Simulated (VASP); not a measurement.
# Ti3Al (P-6m2) in VASP: a series of runs

The runs below take Ti3Al through single point, with PBE.

Everything below comes from runs of VASP 6.6.1. Logs are shortened: lines on timing, memory, paths and dates and some standing lists are left out, and cuts for length are marked.

### 1 The cell of the first run

The structure is hexagonal, space group P-6m2 (No. 187). Conventional cell: a = 2.930 Å, b = 2.930 Å, c = 9.232 Å, α = 90.00°, β = 90.00°, γ = 120.00°. Ti (site symmetry -6m2) has 12 Ti at 2.86 to 2.93 Å within 3.8 Å. Within 3.8 Å of Ti (site symmetry 3m) lie 9 Ti at 2.86 to 2.93 Å and 3 Al at 2.86 Å. Within 3.8 Å of Al (site symmetry -6m2) lie 6 Ti at 2.86 Å and 6 Al at 2.93 Å.

### 2 Single point, PBE

File INCAR:

```
PREC     = Accurate       # precision mode
ENCUT    = 520            # plane-wave cutoff, eV
EDIFF    = 1E-7           # SCF threshold, eV
ISMEAR   = 0              # smearing method
SIGMA    = 0.15           # smearing width, eV
LREAL    = F              # projectors in reciprocal space
LASPH    = T              # aspherical terms in the spheres
NELM     = 60             # most SCF steps
ALGO     = Fast           # electronic algorithm
ISIF     = 2              # what is computed and relaxed
LWAVE    = F              # write WAVECAR
LCHARG   = F              # write CHGCAR
GGA      = PE             # functional
NBANDS   = 28             # bands
```

File KPOINTS:

```
Automatic mesh
0
Gamma
  15 15 6
```

File POSCAR:

```
Ti3Al
1.0
    2.9297375378      0.0000000000      0.0000000000
   -1.4648687689      2.5372271341      0.0000000000
    0.0000000000      0.0000000000      9.2315308735
Ti Al
3 1
Direct
    0.6666666667      0.3333333333      0.0000000000
    0.3333333333      0.6666666667      0.7504575700
    0.3333333333      0.6666666667      0.2495424300
    0.6666666667      0.3333333333      0.5000000000
```

Potentials or basis: VASP PAW PBE potentials, release 64 (Ti_sv, Al).

Command:

```sh
cat potpaw_PBE.64/Ti_sv/POTCAR potpaw_PBE.64/Al/POTCAR > POTCAR
mpirun -np 1 vasp_std > vasp.out
```

OUTCAR:

```text
PREC = Accurate
   ENCUT = 520
   EDIFF = 1E-7
   ISMEAR = 0
   LREAL = F
   LASPH = T
   NELM = 60
   ISIF = 2
   GGA = PE

 ion  position               nearest neighbor table
   1  0.667  0.333  0.000-   2 2.86   3 2.86   2 2.86   3 2.86   2 2.86   3 2.86
   2  0.333  0.667  0.750-   1 2.86   1 2.86   1 2.86   4 2.86   4 2.86   4 2.86
   3  0.333  0.667  0.250-   1 2.86   1 2.86   1 2.86   4 2.86   4 2.86   4 2.86
   4  0.667  0.333  0.500-   2 2.86   3 2.86   2 2.86   3 2.86   2 2.86   3 2.86

  LATTYP: Found a hexagonal cell.
 ALAT       =     2.9297375378
 C/A-ratio  =     3.1509753875

  Lattice vectors:

 A1 = (   2.9297375378,   0.0000000000,   0.0000000000)
 A2 = (  -1.4648687689,   2.5372271341,   0.0000000000)
 A3 = (   0.0000000000,   0.0000000000,   9.2315308735)

Analysis of symmetry for initial positions (statically):
=====================================================================
 Subroutine PRICEL returns:
 Original cell was already a primitive cell.

 Routine SETGRP: Setting up the symmetry group for a
 hexagonal supercell.

 Subroutine GETGRP returns: Found 12 space group operations
 (whereof 12 operations were pure point group operations)
 out of a pool of 24 trial point group operations.

The static configuration has the point symmetry D_3h.

Analysis of symmetry for dynamics (positions and initial velocities):
=====================================================================
 Subroutine PRICEL returns:
 Original cell was already a primitive cell.

 Routine SETGRP: Setting up the symmetry group for a
 hexagonal supercell.

 Subroutine GETGRP returns: Found 12 space group operations
 (whereof 12 operations were pure point group operations)
 out of a pool of 24 trial point group operations.

The dynamic configuration has the point symmetry D_3h.

 Subroutine INISYM returns: Found 12 space group operations
 (whereof 12 operations are pure point group operations),
 and found     1 'primitive' translations

----------------------------------------------------------------------------------------

                                     Primitive cell

  volume of cell :      68.6218

  direct lattice vectors                    reciprocal lattice vectors
     2.929737538  0.000000000  0.000000000     0.341327504  0.197065526  0.000000000
    -1.464868769  2.537227134  0.000000000     0.000000000  0.394131052  0.000000000
     0.000000000  0.000000000  9.231530874     0.000000000  0.000000000  0.108324395

  length of vectors
     2.929737538  2.929737538  9.231530874     0.394131052  0.394131052  0.108324395

  position of ions in fractional coordinates (direct lattice)
     0.666666667  0.333333333  0.000000000
     0.333333333  0.666666667  0.750457570
     0.333333333  0.666666667  0.249542430
     0.666666667  0.333333333  0.500000000

  ion indices of the primitive-cell ions
   primitive index   ion index
                 1           1
                 2           2
                 3           3
                 4           4

----------------------------------------------------------------------------------------

 KPOINTS: Automatic mesh

Automatic generation of k-mesh.
 Grid dimensions read from file:
 generate k-points for:   15   15    6

 Generating k-lattice:

  Cartesian coordinates                     Fractional coordinates (reciprocal lattice)
     0.022755167  0.013137702  0.000000000     0.066666667  0.000000000  0.000000000
     0.000000000  0.026275403  0.000000000     0.000000000  0.066666667  0.000000000
     0.000000000  0.000000000  0.018054066     0.000000000  0.000000000  0.166666667

  Length of vectors
     0.026275403  0.026275403  0.018054066

  Shift w.r.t. Gamma in fractional coordinates (k-lattice)
     0.000000000  0.000000000  0.000000000

 Subroutine IBZKPT returns following result:
 ===========================================

 Found    108 irreducible k-points:

 Following reciprocal coordinates:
            Coordinates               Weight
  0.000000  0.000000  0.000000      1.000000
  0.066667  0.000000  0.000000      6.000000
  0.133333  0.000000  0.000000      6.000000
  0.200000  0.000000  0.000000      6.000000
  0.266667  0.000000  0.000000      6.000000
  0.333333  0.000000  0.000000      6.000000
[... 16 lines left out ...]
  0.333333  0.200000  0.000000     12.000000
  0.400000  0.200000  0.000000      6.000000
 [... further k-points ...]
   k-points           NKPTS =    108   k-points in BZ     NKDIM =    108   number of bands    NBANDS=     28
   number of dos      NEDOS =    301   number of ions     NIONS =      4
   total plane-waves  NPLWV =  40320
   dimension x,y,z NGX =    24 NGY =   24 NGZ =   70
   dimension x,y,z NGXF=    48 NGYF=   48 NGZF=  140
   ions per type =               3   1
   NGX,Y,Z   is equivalent  to a cutoff of  13.62, 13.62, 12.61 a.u.
   NGXF,Y,Z  is equivalent  to a cutoff of  27.24, 27.24, 25.21 a.u.
 SYSTEM =  unknown system
   PREC   = accura    normal or accurate (medium, high low for compatibility)
   ISTART =      0    job   : 0-new  1-cont  2-samecut
   ICHARG =      2    charge: 1-file 2-atom 10-const
   ISPIN  =      1    spin polarized calculation?
   LNONCOLLINEAR =      F non collinear calculations
   LSORBIT =      F    spin-orbit coupling
   LASPH  =      T    aspherical Exc in radial PAW
   ENCUT  =  520.0 eV  38.22 Ry    6.18 a.u.   5.45  5.45 17.16*2*pi/ulx,y,z
   NELM   =     60;   NELMIN=  2; NELMDL= -5     # of ELM steps
   EDIFF  = 0.1E-06   stopping-criterion for ELM
   LREAL  =      F    real-space projection
   EDIFFG = 0.1E-05   stopping-criterion for IOM
   NSW    =      0    number of steps for IOM
   IBRION =     -1    ionic relax: 0-MD 1-quasi-New 2-CG
   NFREE  =      0    steps in history (QN), initial steepest desc. (CG)
   ISIF   =      2    stress and relaxation
   ISYM   =      2    0-nonsym 1-usesym 2-fastsym
   POTIM  = 0.5000    time-step for ionic-motion
   TEBEG  =    0.0;   TEEND  =   0.0 temperature during run
   PSTRESS=    0.0 pullay stress
   NELECT =      39.0000    total number of electrons
   NUPDOWN=      -1.0000    fix difference up-down
   EMIN   =  10.00;   EMAX   =-10.00  energy-range for DOS
   EFERMI =   0.00;   METHOD = LEGACY
   ISMEAR =     0;   SIGMA  =   0.15  broadening in eV -4-tet -1-fermi 0-gaus
   EFERMI_NEDOS =   21; number of points for ismear=-14 and -15
   IALGO  =     68    algorithm
   IMIX   =      4    mixing-type and parameters
     AMIX     =   0.40;   BMIX     =  1.00
     AMIX_MAG =   1.60;   BMIX_MAG =  1.00
  volume/ion in A,a.u.               =      17.16       115.77
  Fermi-wavevector in a.u.,A,eV,Ry     =   1.356050  2.562563 25.019375  1.838872
  Thomas-Fermi vector in A             =   2.483086
   LORBIT       =      0    0 simple, 1 ext, 2 COOP (PROOUT), +10 PAW based schemes
   GGA     = PE    functional components
   LHFCALC =     F    Hartree Fock is set to
   AEXX    =    0.0000 exact exchange contribution
   IVDW    =     0    specifies the selected vdW correction
   LEPSILON=     F    determine dielectric tensor
   LRPA    =     F    only Hartree local field effects (RPA)
 non-spin polarized calculation
 RMM-DIIS sequential band-by-band and
 Gauss-broadening in eV      SIGMA  =   0.15
  energy-cutoff  :      520.00
  volume of cell :       68.62
 maximum number of plane-waves:      1907
 NGX is ok and might be reduce to    24
   NGX = 11   NGY = 11   NGZ = 35

 number of electron      38.9999989 magnetization

 Free energy of the ion-electron system (eV)
  ---------------------------------------------------
  ext. energy  EPLUGINS =         0.00000000
  ---------------------------------------------------
  free energy    TOTEN  =       -27.79129594 eV

  energy without entropy =      -27.74874665  energy(sigma->0) =      -27.77002129

 E-fermi :   7.9640     XC(G=0): -11.1852

 val. band max:        7.9581891302   @ k =   0.1333   0.0000   0.5000
 cond. band min:       7.9682615574   @ k =   0.1333   0.0000   0.3333
 fundamental gap:      0.0100724272
 Fermi energy:         7.9640283370

 k-point     1 :       0.0000    0.0000    0.0000
  band No.  band energies     occupation
      1     -48.7702      2.00000
      2     -48.7207      2.00000
      3     -48.6656      2.00000
      4     -25.2829      2.00000
      5     -25.0365      2.00000
      6     -24.7528      2.00000
[... 20 lines left out ...]
     27      10.0558      0.00000
     28      10.6633      0.00000

 k-point     2 :       0.0667    0.0000    0.0000
  band No.  band energies     occupation
      1     -48.7661      2.00000
      2     -48.7176      2.00000
      3     -48.6635      2.00000
      4     -25.2756      2.00000
      5     -25.0365      2.00000
      6     -24.7636      2.00000
[... 20 lines left out ...]
     27      10.0118      0.00000
     28      10.6241      0.00000

 k-point     3 :       0.1333    0.0000    0.0000
  band No.  band energies     occupation
      1     -48.7542      2.00000
      2     -48.7087      2.00000
      3     -48.6576      2.00000
      4     -25.2547      2.00000
      5     -25.0391      2.00000
      6     -24.8036      2.00000
[... 20 lines left out ...]
     27       9.9259      0.00000
     28      10.5721      0.00000

 k-point     4 :       0.2000    0.0000    0.0000
  band No.  band energies     occupation
      1     -48.7363      2.00000
      2     -48.6955      2.00000
      3     -48.6492      2.00000
      4     -25.2243      2.00000
      5     -25.0527      2.00000
      6     -24.8739      2.00000
[... 578 lines left out ...]
     27      10.7573      0.00000
     28      10.9805      0.00000

 k-point    23 :       0.3333    0.2000    0.0000
  band No.  band energies     occupation
      1     -48.6558      2.00000
      2     -48.6443      2.00000
      3     -48.6273      2.00000
      4     -25.1854      2.00000
      5     -25.1712      2.00000
      6     -25.0843      2.00000
[... 20 lines left out ...]
     27      10.7299      0.00000
     28      11.1553      0.00000

 k-point    24 :       0.4000    0.2000    0.0000
  band No.  band energies     occupation
      1     -48.6499      2.00000
      2     -48.6417      2.00000
      3     -48.6280      2.00000
      4     -25.1947      2.00000
      5     -25.1750      2.00000
      6     -25.0896      2.00000
[... 20 lines left out ...]
     27      10.7154      0.00000
     28      11.3167      0.00000

 [... further k-points ...]

------------------------ aborting loop because EDIFF is reached ----------------------------------------

  FORCE on cell =-STRESS in cart. coord.  units (eV):
  Direction    XX          YY          ZZ          XY          YZ          ZX
  --------------------------------------------------------------------------------------
  -------------------------------------------------------------------------------------
  Total       -0.0684984     -0.0684984     -0.0535953      0.0000000      0.0000000     -0.0000000
  in kB       -1.5992975     -1.5992975     -1.2513414      0.0000000      0.0000000     -0.0000000
  external PRESSURE =      -1.4833122 kB  Pullay stress =       0.0000000 kB

 VOLUME and BASIS-vectors are now :
 -----------------------------------------------------------------------------
  energy-cutoff  :      520.00
  volume of cell :       68.62
      direct lattice vectors                 reciprocal lattice vectors
     2.929737538  0.000000000  0.000000000     0.341327504  0.197065526  0.000000000
    -1.464868769  2.537227134  0.000000000     0.000000000  0.394131052  0.000000000
     0.000000000  0.000000000  9.231530874     0.000000000  0.000000000  0.108324395

 POSITION                                       TOTAL-FORCE (eV/Angst)
 -----------------------------------------------------------------------------------
      1.46487      0.84574      0.00000        -0.000000      0.000000      0.000000
     -0.00000      1.69148      6.92787        -0.000000      0.000000      0.006884
     -0.00000      1.69148      2.30366         0.000000      0.000000     -0.006884
      1.46487      0.84574      4.61577         0.000000      0.000000      0.000000
 -----------------------------------------------------------------------------------
    total drift:                                0.000000     -0.000000      0.000000

  FREE ENERGIE OF THE ION-ELECTRON SYSTEM (eV)
  ---------------------------------------------------
  free  energy   TOTEN  =       -27.7912959368 eV

  energy  without entropy=      -27.7487466511  energy(sigma->0) =      -27.77002129
```

Run time: 6.2 min. Hardware: 1 thread of Intel Xeon 6975P-C (Granite Rapids), shared host; peak memory 0.31 GiB.

Results:

* Free energy: -27.7913 eV
* Pressure: -0.1 GPa
* Largest force: 0.007 eV/Å

Forces in eV/Å, atoms in the order of the input:
```
Ti   0.000  0.000  0.000
Ti   0.000  0.000  0.007
Ti   0.000  0.000 -0.007
Al   0.000  0.000  0.000
```

### 3 Single point, PBE

File INCAR:

```
SYSTEM = Ti3Al
  ALGO = Fast
  EDIFF = 1E-7
  ENCUT = 520
  GGA = PE
  ISIF = 2
  ISMEAR = 0
  LASPH = .TRUE.
  LCHARG = .FALSE.
  LREAL = .FALSE.
  LWAVE = .FALSE.
  NBANDS = 28
  NELM = 100
  PREC = Accurate
  SIGMA = 0.1
```

File KPOINTS:

```
k-points
0
G
  18 18 6
  0 0 0
```

POSCAR is that of step 2.

Potentials or basis: VASP PAW PBE potentials, release 64 (Ti_sv, Al).

Command:

```sh
cat potpaw_PBE.64/Ti_sv/POTCAR potpaw_PBE.64/Al/POTCAR > POTCAR
mpirun -np 1 vasp_std > vasp.out
```

Run time: 8.5 min. Hardware: 1 thread of Intel Xeon 6975P-C (Granite Rapids), shared host; peak memory 0.36 GiB.

It converged, with:

| Property | Result |
| --- | --- |
| Free energy | -27.7796 eV |
| Pressure | -0.2 GPa |
| Largest force | 0.008 eV/Å |

Forces in eV/Å, atoms in the order of the input:
```
Ti   0.000  0.000  0.000
Ti   0.000  0.000  0.008
Ti   0.000  0.000 -0.008
Al   0.000  0.000  0.000
```

Levels at points of the mesh, in eV from the Fermi level:
```csv
k point,band 16,band 17,band 18,band 19,band 20,band 21,band 22,band 23,band 24,band 25
"(0.00, 0.00, 0.00)",-2.45,-0.75,0.47,0.73,0.83,0.83,0.92,0.92,1.22,1.22
"(0.50, 0.00, 0.00)",-2.08,-1.44,-1.20,-0.64,-0.39,0.91,0.99,1.12,1.73,2.43
"(0.00, 0.00, 0.50)",-3.14,-1.00,0.43,0.77,0.83,0.83,0.91,0.91,1.23,1.23
"(0.50, 0.00, 0.50)",-2.00,-1.53,-1.19,-0.92,-0.05,0.87,0.88,1.06,1.85,2.62
```
